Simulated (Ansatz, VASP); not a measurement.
# CsI: VASP beside Ansatz

```xyz
2
Lattice="4.6081 0.0000 0.0000 0.0000 4.6081 0.0000 0.0000 0.0000 4.6081" Properties=species:S:1:pos:R:3 pbc="T T T"
Cs    0.0000    0.0000    0.0000
I     2.3041    2.3041    2.3041
```

Alike in both runs: task single point; functional PBE0; k mesh 4 × 4 × 4; no spin polarisation.

```csv
,VASP,Ansatz
version,VASP 6.6.1,Ansatz 0.2.0
potentials or method,"VASP PAW PBE potentials, release 64 (Cs_sv, I)",plane waves
plane-wave cutoff (eV),400,420
occupations,"gaussian, width 0.01 eV",fixed
valence electrons in the cell,16,26
```

```tsv
	VASP	Ansatz	Ansatz less VASP
gap on the k mesh at the Fermi level (eV)	5.47	5.48	+0.001
pressure (GPa)	0.1	0.2	+0.05
```

VASP's potentials hold 16 valence electrons a cell and Ansatz's 26, so a difference there can come from the potentials and not from the codes. Ansatz's warnings: stress exchange threshold loose, stress scf threshold loose.

Neither program's run includes spin-orbit coupling.
